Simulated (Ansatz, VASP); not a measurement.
YSi2: VASP beside Ansatz

```
Y Si
1.0
     3.77824    0.00000    0.00000
    -1.88912    3.27205    0.00000
     0.00000    0.00000    4.08405
Y Si
1 2
Cartesian
  0.0000 0.0000 0.0000
  0.0000 2.1814 2.0420
  1.8891 1.0907 2.0420
```

Change from the starting cell: volume scaled by 0.96.

Alike in both runs: task single point; functional PBEsol; k mesh 12 × 12 × 10; occupations fermi-dirac, width 0.05 eV; no spin polarisation.

|  | VASP | Ansatz |
| --- | --- | --- |
| version | VASP 6.6.1 | Ansatz 0.2.0 |
| potentials or method | VASP PAW PBE potentials, release 64 (Y_sv, Si), cutoff 520 eV | all-electron LAPW, scalar-relativistic |

```tsv
	VASP	Ansatz	Ansatz less VASP
pressure (GPa)	15.6	15.5	-0.14
traceless stress, the component that is largest in VASP (GPa)	-13.93	-13.80	+0.125
```

VASP's potentials were made for PBE, not for PBEsol. Ansatz ran all-electron here, and VASP with PAW potentials.
